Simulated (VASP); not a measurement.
A run of VASP 6.6.1 is set up as follows.

INCAR

```
PREC = Accurate
ENCUT = 600
EDIFF = 1E-6
ISMEAR = 0
SIGMA = 0.1
LREAL = False
LASPH = True
NELM = 80
ALGO = Normal
ISIF = 3
LWAVE = False
LCHARG = False
GGA = PE
IBRION = 2
NSW = 100
EDIFFG = -0.01
```

KPOINTS

```
Automatic mesh
0
Gamma
  12 12 8
```

Contents of POSCAR:

```
NbAl2C2
1.0
    4.3970004080      0.0000000000      0.0000000000
   -2.1985002040      3.8079140538      0.0000000000
    0.0000000000      0.0000000000      5.4003181576
Al Nb C
2 1 2
Direct
    0.3333333333      0.6666666667      0.0000000000
    0.6666666667      0.3333333333      0.0000000000
    0.0000000000      0.0000000000      0.5000000000
    0.0000000000      0.0000000000      0.8742439466
    0.0000000000      0.0000000000      0.1257560534
```

Potentials or basis: VASP PAW PBE potentials, release 64 (Al, Nb_sv, C).

Command:

```bash
$ cat potpaw_PBE.64/Al/POTCAR potpaw_PBE.64/Nb_sv/POTCAR potpaw_PBE.64/C/POTCAR > POTCAR
$ mpirun -np 1 vasp_std > vasp.out
```

Problem. Estimate the relaxed volume.

Solution. 18.04 Å³/atom.

Problem. Predict the relaxed cell.

Solution. a = 4.385 Å, b = 4.385 Å, c = 5.419 Å, α = 90.00°, β = 90.00°, γ = 120.00°.

Problem. Estimate the band gap on the k mesh.

Solution. Zero (an odd number of electrons rules out a gap without spin polarisation).

Problem. Estimate the space group after relaxing (to 0.1 Å).

Solution. P6/mmm (No. 191).

Final structure:
```xyz
5
Lattice="4.3848 0.0000 0.0000 -2.1924 3.7973 0.0000 0.0000 0.0000 5.4185" Properties=species:S:1:pos:R:3 pbc="T T T"
Al    0.0000    2.5316    0.0000
Al    2.1924    1.2658    5.4185
Nb    0.0000    0.0000    2.7093
C     0.0000    0.0000    4.7365
C     2.1924    3.7973    0.6820
```
